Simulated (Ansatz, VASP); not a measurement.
## Pb in VASP and in Ansatz

```
CELL_PARAMETERS angstrom
0.00000 2.33801 2.33801
2.33801 0.00000 2.33801
2.33801 2.33801 0.00000
ATOMIC_POSITIONS crystal
Pb 0.00000 0.00000 0.00000
```

Change from the starting cell: volume scaled by 0.88, PAW files.

Alike in both runs: task single point; functional LDA; k mesh 15 × 15 × 15; occupations fermi-dirac, width 0.05 eV; no spin polarisation.

```csv
,VASP,Ansatz
version,VASP 6.6.1,Ansatz 0.2.0
potentials or method,"VASP PAW LDA potentials, release 64 (Pb_d)","PAW with Ansatz's default frozen-core files, scalar-relativistic"
plane-wave cutoff (eV),500,420
valence electrons in the cell,14,14
```

```tsv
	VASP	Ansatz	Ansatz less VASP
pressure (GPa)	9.3	9.1	-0.18
```

LDA's correlation is that of Perdew and Zunger in VASP and of Perdew and Wang (1992) in Ansatz.

Spin-orbit coupling is off throughout.
